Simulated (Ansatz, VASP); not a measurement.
One calculation of Co4F, two programs

```xyz
5
Lattice="-2.5340 2.5340 2.5340 2.5340 -2.5340 2.5340 2.5340 2.5340 -2.5340" Properties=species:S:1:pos:R:3 pbc="T T T"
Co    1.2670    1.2670   -1.2670
Co   -1.2670    1.2670    1.2670
Co    1.2670    1.2670    1.2670
Co    1.2670   -1.2670    1.2670
F     0.0000    0.0000    0.0000
```

Change from the starting cell: species swapped into the NiHg4 type (Im-3m, No. 229).

Alike in both runs: functional PBE; k mesh 6 × 6 × 6; occupations gaussian, width 0.1 eV; collinear spin.

Ansatz relaxed the structure, and its values are those at the end. VASP's run is a single point on that final structure, the one shown.

|  | VASP | Ansatz |
| --- | --- | --- |
| version | VASP 6.6.1 | Ansatz 0.2.0 |
| potentials or method | VASP PAW PBE potentials, release 64 (Co, F), cutoff 520 eV | scalar-relativistic, plane waves, PAW |
| valence electrons in the cell | 43 | 75 |

Ansatz gave:

| Item | Value |
| --- | --- |
| gap on the k mesh at the Fermi level (eV) | none |
| pressure (GPa) | 0.0 |
| net moment per atom (μB) | 1.64 |
| size of the moment on the site where the two differ most (μB) | 1.99 |

Question: Estimate VASP's values.

Answer: gap on the k mesh at the Fermi level (eV): none; pressure (GPa): -0.4; net moment per atom (μB): 1.63; size of the moment on the site where the two differ most (μB): 2.01.

Site moments also hang on the region over which each program counts them. A gap of «none» marks a metal or a gap that the smearing closes. With one functional, cell and mesh, what is left measures potentials, basis and numerics. VASP's potentials hold 43 valence electrons a cell and Ansatz's 75, so a difference there can come from the potentials and not from the codes.
